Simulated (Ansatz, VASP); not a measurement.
One calculation of Sn, two programs

File INCAR:

```
SYSTEM = Sn
PREC = Accurate
ENCUT = 520
EDIFF = 1E-6
ISMEAR = 0
SIGMA = 0.15
LREAL = .False.
LASPH = .True.
NELM = 60
ALGO = Fast
ISIF = 2
LWAVE = .False.
LCHARG = .False.
GGA = PE
NBANDS = 21
```

KPOINTS

```
Automatic mesh
0
Gamma
  14 14 14
  0 0 0
```

POSCAR

```
Sn
1.0
    0.0000000000      3.2900657995      3.1584631675
    3.2900657995      0.0000000000      3.1584631675
    3.2900657995      3.2900657995      0.0000000000
Sn
2
Direct
    0.5000000000      0.5000000000      0.5000000000
    0.7500000000      0.7500000000      0.7500000000
```

Input for Ansatz:

```yaml
crystal:
  lattice:
    - [0.0, 3.2900657995, 3.1584631675]
    - [3.2900657995, 0.0, 3.1584631675]
    - [3.2900657995, 3.2900657995, 0.0]
  atoms:
    - { symbol: Sn, position: [0.5, 0.5, 0.5] }
    - { symbol: Sn, position: [0.75, 0.75, 0.75] }
basis:
  ecutwfc: 420
kpoints:
  mp_grid: { grid: [14, 14, 14] }
hamiltonian:
  xc: pbe
scf:
  occupations: { method: gaussian, width: 0.15 }
output:
  forces: true
  stress: true
  eigenvalues: true
```

Alike in both runs: task single point; functional PBE; k mesh 14 × 14 × 14; occupations gaussian, width 0.15 eV; no spin polarisation.

```csv
,VASP,Ansatz
version,VASP 6.6.1,Ansatz 0.2.0
potentials or method,"VASP PAW PBE potentials, release 64 (Sn_d), cutoff 520 eV","scalar-relativistic, plane waves, PAW"
valence electrons in the cell,28,28
```

VASP gave:

| Quantity | Value |
| --- | --- |
| gap on the k mesh at the Fermi level (eV) | none |
| pressure (GPa) | 3.1 |
| traceless stress, the component that is largest in VASP (GPa) | 0.73 |

Problem. Estimate Ansatz's values.

Solution. gap on the k mesh at the Fermi level (eV): none; pressure (GPa): 3.2; traceless stress, the component that is largest in VASP (GPa): 0.73.

A gap of «none» marks a metal or a gap that the smearing closes. The functional is the same, so the differences come from potentials, cutoffs and numerics.
